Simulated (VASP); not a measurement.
# SnO2 (Cm) in VASP: single point with r2SCAN

Aim: the single point of SnO2 with r2SCAN.

Everything below comes from runs of VASP 6.6.1. Logs are shortened: lines on timing, memory, paths and dates and some standing lists are left out, and cuts for length are marked.

## (1) The cell of the first run

The structure is monoclinic, space group Cm (No. 8). The conventional cell has a = 5.602 Å, b = 3.234 Å, c = 5.151 Å, α = 90.00°, β = 111.25°, γ = 90.00°. Within 2.5 Å of Sn (site symmetry m) lie 6 O at 1.90 to 2.35 Å. O (site symmetry m) has 3 Sn at 1.90 to 2.17 Å within 2.5 Å. O (site symmetry m) has 3 Sn at 2.10 to 2.35 Å and 3 O at 2.76 Å within 2.8 Å.

## (2) Single point, r2SCAN

File POSCAR:

```
SnO2
1.0
    1.6170930752      0.9336291223      4.8005925840
   -1.6170930752      0.9336291223      4.8005925840
    0.0000000000     -1.8672582446      4.8005925840
Sn O
1 2
Direct
    0.4721771370      0.4721771370      0.5780359165
    0.2371700000      0.2371700000      0.2371700000
    0.7628300000      0.7628300000      0.7628300000
```

File INCAR.step1:

```
PREC = Accurate
ENCUT = 520
ISMEAR = 0
SIGMA = 0.05
LREAL = False
LASPH = True
NELM = 100
NBANDS = 20
GGA = PE
ALGO = Normal
EDIFF = 1E-4
LWAVE = True
LCHARG = False
```

File INCAR.step2:

```
PREC = Accurate
ENCUT = 520
EDIFF = 1E-6
ISMEAR = 0
SIGMA = 0.05
LREAL = False
LASPH = True
NELM = 100
ALGO = Normal
ISIF = 2
LWAVE = False
LCHARG = False
METAGGA = R2SCAN
LMIXTAU = True
NBANDS = 20
ISTART = 1
```

File KPOINTS:

```
regular mesh
0
Gamma
  12 12 12
```

Potentials or basis: VASP PAW PBE potentials, release 64 (Sn_d, O).

Run with:

```
$ cat potpaw_PBE.64/Sn_d/POTCAR potpaw_PBE.64/O/POTCAR > POTCAR
$ cp INCAR.step1 INCAR
$ mpirun -np 1 vasp_std > vasp.out
$ cp INCAR.step2 INCAR
$ mpirun -np 1 vasp_std > vasp.out
```

OUTCAR:

```text
PREC = Accurate
   ENCUT = 520
   EDIFF = 1E-6
   ISMEAR = 0
   LREAL = False
   LASPH = True
   NELM = 100
   ISIF = 2
   METAGGA = R2SCAN
   ISTART = 1

 ion  position               nearest neighbor table
   1  0.472  0.472  0.578-   2 1.90   3 2.10   3 2.10   2 2.17   2 2.17   3 2.35
   2  0.237  0.237  0.237-   1 1.90   1 2.17   1 2.17
   3  0.763  0.763  0.763-   1 2.10   1 2.10   1 2.35

  LATTYP: Found a trigonal (rhomboedric) cell.
 ALAT       =     5.1509554948
 COS(alpha) =     0.8028828391

  Lattice vectors:

 A1 = (   1.6170930752,   0.9336291223,   4.8005925840)
 A2 = (  -1.6170930752,   0.9336291223,   4.8005925840)
 A3 = (   0.0000000000,  -1.8672582446,   4.8005925840)

Analysis of symmetry for initial positions (statically):
=====================================================================
 Subroutine PRICEL returns:
 Original cell was already a primitive cell.

 Routine SETGRP: Setting up the symmetry group for a
 trigonal (rhombohedral) supercell.

 Subroutine GETGRP returns: Found  2 space group operations
 (whereof  2 operations were pure point group operations)
 out of a pool of 12 trial point group operations.

The static configuration has the point symmetry C_1h.

Analysis of symmetry for dynamics (positions and initial velocities):
=====================================================================
 Subroutine PRICEL returns:
 Original cell was already a primitive cell.

 Routine SETGRP: Setting up the symmetry group for a
 trigonal (rhombohedral) supercell.

 Subroutine GETGRP returns: Found  2 space group operations
 (whereof  2 operations were pure point group operations)
 out of a pool of 12 trial point group operations.

The dynamic configuration has the point symmetry C_1h.

 Subroutine INISYM returns: Found  2 space group operations
 (whereof  2 operations are pure point group operations),
 and found     1 'primitive' translations

----------------------------------------------------------------------------------------

                                     Primitive cell

  volume of cell :      43.4866

  direct lattice vectors                    reciprocal lattice vectors
     1.617093075  0.933629122  4.800592584     0.309196797  0.178514854  0.069435872
    -1.617093075  0.933629122  4.800592584    -0.309196797  0.178514854  0.069435872
     0.000000000 -1.867258245  4.800592584     0.000000000 -0.357029708  0.069435872

  length of vectors
     5.150955495  5.150955495  5.150955495     0.363719058  0.363719058  0.363719058

  position of ions in fractional coordinates (direct lattice)
     0.472177137  0.472177137  0.578035916
     0.237170000  0.237170000  0.237170000
     0.762830000  0.762830000  0.762830000

  ion indices of the primitive-cell ions
   primitive index   ion index
                 1           1
                 2           2
                 3           3

----------------------------------------------------------------------------------------

 KPOINTS: regular mesh

Automatic generation of k-mesh.
 Grid dimensions read from file:
 generate k-points for:   12   12   12

 Generating k-lattice:

  Cartesian coordinates                     Fractional coordinates (reciprocal lattice)
     0.025766400  0.014876238  0.005786323     0.083333333  0.000000000 -0.000000000
    -0.025766400  0.014876238  0.005786323     0.000000000  0.083333333 -0.000000000
     0.000000000 -0.029752476  0.005786323    -0.000000000 -0.000000000  0.083333333

  Length of vectors
     0.030309921  0.030309921  0.030309921

  Shift w.r.t. Gamma in fractional coordinates (k-lattice)
     0.000000000  0.000000000  0.000000000

 Subroutine IBZKPT returns following result:
 ===========================================

 Found    476 irreducible k-points:

 Following reciprocal coordinates:
            Coordinates               Weight
  0.000000  0.000000  0.000000      1.000000
  0.083333 -0.000000  0.000000      4.000000
  0.000000  0.000000  0.083333      2.000000
  0.166667  0.000000  0.000000      4.000000
  0.000000  0.000000  0.166667      2.000000
  0.250000  0.000000  0.000000      4.000000
[... 16 lines left out ...]
 -0.333333  0.000000 -0.083333      4.000000
  0.083333  0.000000  0.333333      4.000000
 [... further k-points ...]
   k-points           NKPTS =    476   k-points in BZ     NKDIM =    476   number of bands    NBANDS=     20
   number of dos      NEDOS =    301   number of ions     NIONS =      3
   total plane-waves  NPLWV =  64000
   dimension x,y,z NGX =    40 NGY =   40 NGZ =   40
   dimension x,y,z NGXF=    80 NGYF=   80 NGZF=   80
   ions per type =               1   2
   NGX,Y,Z   is equivalent  to a cutoff of  12.91, 12.91, 12.91 a.u.
   NGXF,Y,Z  is equivalent  to a cutoff of  25.82, 25.82, 25.82 a.u.
 SYSTEM =  unknown system
   PREC   = accura    normal or accurate (medium, high low for compatibility)
   ISTART =      1    job   : 0-new  1-cont  2-samecut
   ICHARG =      0    charge: 1-file 2-atom 10-const
   ISPIN  =      1    spin polarized calculation?
   LNONCOLLINEAR =      F non collinear calculations
   LSORBIT =      F    spin-orbit coupling
   LASPH  =      T    aspherical Exc in radial PAW
   ENCUT  =  520.0 eV  38.22 Ry    6.18 a.u.   9.58  9.58  9.58*2*pi/ulx,y,z
   NELM   =    100;   NELMIN=  2; NELMDL=  0     # of ELM steps
   EDIFF  = 0.1E-05   stopping-criterion for ELM
   LREAL  =      F    real-space projection
   EDIFFG = 0.1E-04   stopping-criterion for IOM
   NSW    =      0    number of steps for IOM
   IBRION =     -1    ionic relax: 0-MD 1-quasi-New 2-CG
   NFREE  =      0    steps in history (QN), initial steepest desc. (CG)
   ISIF   =      2    stress and relaxation
   ISYM   =      2    0-nonsym 1-usesym 2-fastsym
   POTIM  = 0.5000    time-step for ionic-motion
   TEBEG  =    0.0;   TEEND  =   0.0 temperature during run
   PSTRESS=    0.0 pullay stress
   NELECT =      26.0000    total number of electrons
   NUPDOWN=      -1.0000    fix difference up-down
   EMIN   =  10.00;   EMAX   =-10.00  energy-range for DOS
   EFERMI =   0.00;   METHOD = LEGACY
   ISMEAR =     0;   SIGMA  =   0.05  broadening in eV -4-tet -1-fermi 0-gaus
   EFERMI_NEDOS =   21; number of points for ismear=-14 and -15
   IALGO  =     38    algorithm
   IMIX   =      4    mixing-type and parameters
     AMIX     =   0.40;   BMIX     =  1.00
     AMIX_MAG =   1.60;   BMIX_MAG =  1.00
  volume/ion in A,a.u.               =      14.50        97.82
  Fermi-wavevector in a.u.,A,eV,Ry     =   1.379158  2.606231 25.879336  1.902078
  Thomas-Fermi vector in A             =   2.504154
   LORBIT       =      0    0 simple, 1 ext, 2 COOP (PROOUT), +10 PAW based schemes
   METAGGA = R2SCAN    functional components
   LHFCALC =     F    Hartree Fock is set to
   AEXX    =    0.0000 exact exchange contribution
   IVDW    =     0    specifies the selected vdW correction
   LEPSILON=     F    determine dielectric tensor
   LRPA    =     F    only Hartree local field effects (RPA)
 non-spin polarized calculation
 Gauss-broadening in eV      SIGMA  =   0.05
  energy-cutoff  :      520.00
  volume of cell :       43.49
 maximum number of plane-waves:      1188
 NGX is ok and might be reduce to    40
   NGX = 19   NGY = 19   NGZ = 19

 number of electron      26.0000002 magnetization

 Free energy of the ion-electron system (eV)
  ---------------------------------------------------
  ext. energy  EPLUGINS =         0.00000000
  ---------------------------------------------------
  free energy    TOTEN  =       -41.19716788 eV

  energy without entropy =      -41.19716788  energy(sigma->0) =      -41.19716788

 E-fermi :   3.0978     XC(G=0): -10.6841

 val. band max:        2.8936390900   @ k =   0.2500   0.0833  -0.1667
 cond. band min:       5.2054920855   @ k =   0.0000   0.0000   0.0000
 fundamental gap:      2.3118529954
 Fermi energy:         3.0977769085

 k-point     1 :       0.0000    0.0000    0.0000
  band No.  band energies     occupation
      1     -17.9976      2.00000
      2     -17.5690      2.00000
      3     -17.4711      2.00000
      4     -17.2764      2.00000
      5     -17.2613      2.00000
      6     -15.9884      2.00000
[... 12 lines left out ...]
     19      20.2340      0.00000
     20      20.9675      0.00000

 k-point     2 :       0.0833   -0.0000    0.0000
  band No.  band energies     occupation
      1     -18.0162      2.00000
      2     -17.5609      2.00000
      3     -17.4761      2.00000
      4     -17.2825      2.00000
      5     -17.2676      2.00000
      6     -15.9353      2.00000
[... 12 lines left out ...]
     19      19.3366      0.00000
     20      20.7988      0.00000

 k-point     3 :       0.0000    0.0000    0.0833
  band No.  band energies     occupation
      1     -18.0246      2.00000
      2     -17.5713      2.00000
      3     -17.4565      2.00000
      4     -17.2847      2.00000
      5     -17.2612      2.00000
      6     -15.9374      2.00000
[... 12 lines left out ...]
     19      19.2058      0.00000
     20      21.0099      0.00000

 k-point     4 :       0.1667    0.0000    0.0000
  band No.  band energies     occupation
      1     -18.0941      2.00000
      2     -17.5647      2.00000
      3     -17.4432      2.00000
      4     -17.3078      2.00000
      5     -17.2613      2.00000
      6     -15.7734      2.00000
[... 12 lines left out ...]
     19      18.1368      0.00000
     20      20.9486      0.00000

 k-point     5 :       0.0000    0.0000    0.1667
  band No.  band energies     occupation
      1     -18.1331      2.00000
      2     -17.5379      2.00000
      3     -17.4205      2.00000
      4     -17.3022      2.00000
      5     -17.2566      2.00000
      6     -15.7854      2.00000
[... 12 lines left out ...]
     19      17.9859      0.00000
     20      21.1614      0.00000
[... 353 lines left out ...]
      6     -15.6157      2.00000
[... 12 lines left out ...]
     19      17.5406      0.00000
     20      20.4135      0.00000

 k-point    22 :       0.3333    0.0833    0.0000
  band No.  band energies     occupation
      1     -18.3324      2.00000
      2     -17.5697      2.00000
      3     -17.3703      2.00000
      4     -17.3100      2.00000
      5     -17.2132      2.00000
      6     -15.2858      2.00000
[... 12 lines left out ...]
     19      17.2808      0.00000
     20      19.3001      0.00000

 k-point    23 :      -0.3333    0.0000   -0.0833
  band No.  band energies     occupation
      1     -18.2865      2.00000
      2     -17.6402      2.00000
      3     -17.3734      2.00000
      4     -17.3043      2.00000
      5     -17.2159      2.00000
      6     -15.2617      2.00000
[... 12 lines left out ...]
     19      17.3686      0.00000
     20      19.3368      0.00000

 k-point    24 :       0.0833    0.0000    0.3333
  band No.  band energies     occupation
      1     -18.3888      2.00000
      2     -17.4826      2.00000
      3     -17.3724      2.00000
      4     -17.3062      2.00000
      5     -17.2087      2.00000
      6     -15.3131      2.00000
[... 12 lines left out ...]
     19      17.0657      0.00000
     20      19.4269      0.00000

 [... further k-points ...]
[... 5 lines left out ...]
  --------------------------------------------------------------------------------------
  -------------------------------------------------------------------------------------
  Total       -1.8650597      1.6525026     -0.8434891      0.0000000     -1.9669360      0.0000000
  in kB      -68.7144094     60.8831674    -31.0766756      0.0000000    -72.4678381      0.0000000
  external PRESSURE =     -12.9693059 kB  Pullay stress =       0.0000000 kB

 VOLUME and BASIS-vectors are now :
 -----------------------------------------------------------------------------
  energy-cutoff  :      520.00
  volume of cell :       43.49
      direct lattice vectors                 reciprocal lattice vectors
     1.617093075  0.933629122  4.800592584     0.309196797  0.178514854  0.069435872
    -1.617093075  0.933629122  4.800592584    -0.309196797  0.178514854  0.069435872
     0.000000000 -1.867258245  4.800592584     0.000000000 -0.357029708  0.069435872

 POSITION                                       TOTAL-FORCE (eV/Angst)
 -----------------------------------------------------------------------------------
      0.00000     -0.19767      7.30838         0.000000      3.419725     -2.576181
      0.00000      0.00000      3.41567         0.000000     -2.854399      1.273791
      0.00000      0.00000     10.98611         0.000000     -0.565326      1.302390
 -----------------------------------------------------------------------------------
    total drift:                               -0.000000      0.000042      0.004419

  FREE ENERGIE OF THE ION-ELECTRON SYSTEM (eV)
  ---------------------------------------------------
  free  energy   TOTEN  =       -41.1971678827 eV

  energy  without entropy=      -41.1971678827  energy(sigma->0) =      -41.19716788
```

It took 21 min on 1 thread of Intel Xeon 6975P-C (Granite Rapids), shared host; peak memory 0.54 GiB.

Results:

- Free energy: -41.1972 eV
- Pressure: -1.3 GPa
- Largest force: 4.281 eV/Å
- Band gap on the k mesh: 2.31 eV (least direct gap 2.45 eV)

Forces on the atoms (eV/Å):
```
Sn   0.000  3.420 -2.576
O    0.000 -2.854  1.274
O    0.000 -0.565  1.302
```

Caveat: the cell differs from its parent crystal (all Sn atoms moved +0.225 Å, as atom 1 towards its neighbour atom 2 (O) at 2.125 Å); the stress differs along the axes, from -7 to 6 GPa; the PAW data sets were made with another functional, which shifts forces and pressure a little; spin-orbit coupling is left out, which moves the levels of the heavy elements. A k mesh can miss the band edges.
